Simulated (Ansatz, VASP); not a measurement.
# Two plane-wave programs on Sn

INCAR

```
SYSTEM = Sn
PREC = Accurate ; ENCUT = 520
EDIFF = 1E-6 ; ISMEAR = 0
SIGMA = 0.3 ; LREAL = .FALSE.
LASPH = .TRUE. ; NELM = 100
ALGO = Normal ; ISIF = 2
LWAVE = .FALSE. ; LCHARG = .FALSE.
GGA = PE ; NBANDS = 21
```

File KPOINTS:

```
Automatic mesh
0
G
  8 8 8
  0 0 0
```

Contents of POSCAR:

```
Sn
1.0
    0.0000000000      3.3289000152      3.3289000152
    3.3289000152      0.0000000000      3.3289000152
    3.3289000152      3.3289000152      0.0000000000
Sn
2
Direct
    0.5000000000      0.5000000000      0.5000000000
    0.7500000000      0.7500000000      0.7500000000
```

Input for Ansatz:

```yaml
crystal:
  lattice:
    - [0.0, 3.3289000152, 3.3289000152]
    - [3.3289000152, 0.0, 3.3289000152]
    - [3.3289000152, 3.3289000152, 0.0]
  atoms:
    - { symbol: Sn, position: [0.5, 0.5, 0.5] }
    - { symbol: Sn, position: [0.75, 0.75, 0.75] }
hamiltonian:
  xc: pbe
  pseudopotentials:
    kind: paw
    azcp:
      Sn: "pseudopotentials/Sn.paw.azcp"
basis:
  ecutwfc: 420
  fft_grid_basis: typed
kpoints:
  mp_grid: { grid: [8, 8, 8], shift: [0, 0, 0] }
magnetization:
  spin_polarized: false
scf:
  occupations: { method: gaussian, width: 0.3 }
  lower_state_search: "off"
output:
  stress: true
```

Alike in both runs: task single point; functional PBE; k mesh 8 × 8 × 8; occupations gaussian, width 0.3 eV; no spin polarisation.

```csv
,VASP,Ansatz
version,VASP 6.6.1,Ansatz 0.2.0
potentials or method,"VASP PAW PBE potentials, release 64 (Sn_d), cutoff 520 eV","plane waves (420 eV) with PAW, scalar-relativistic"
valence electrons in the cell,28,28
```

```csv
,VASP,Ansatz,Ansatz less VASP
pressure (GPa),0.0,0.0,+0.04
```

The functional is the same, so the differences come from potentials, cutoffs and numerics.
